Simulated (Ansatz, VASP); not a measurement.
**WS2 in VASP and in Ansatz**

```
CELL_PARAMETERS angstrom
3.15281 0.00000 0.00000
-1.57641 2.73042 0.00000
0.00000 0.00000 14.28201
ATOMIC_POSITIONS crystal
W 0.66667 0.33333 0.75000
W 0.33333 0.66667 0.25000
S 0.33333 0.66667 0.86154
S 0.66667 0.33333 0.36154
S 0.33333 0.66667 0.63846
S 0.66667 0.33333 0.13846
```

Alike in both runs: task relaxation of cell and atoms; functional PBE; k mesh 12 × 12 × 2; occupations gaussian, width 0.02 eV; no spin polarisation.

```csv
,VASP,Ansatz
version,VASP 6.6.1,Ansatz 0.2.0
potentials or method,"VASP PAW PBE potentials, release 64 (W_sv, S), cutoff 600 eV","scalar-relativistic, plane waves, PAW"
valence electrons in the cell,52,52
```

|  | VASP | Ansatz | Ansatz less VASP |
| --- | --- | --- | --- |
| gap on the k mesh at the Fermi level, each at its own relaxed structure (eV) | 1.56 | 1.62 | +0.063 |
| relaxed volume (Å³/atom) | 20.77 | 21.70 | +0.924 |
| relaxed cell length with the largest relative difference (Å) | 14.163 | 14.794 | +0.6303 |

Neither program's run includes spin-orbit coupling.
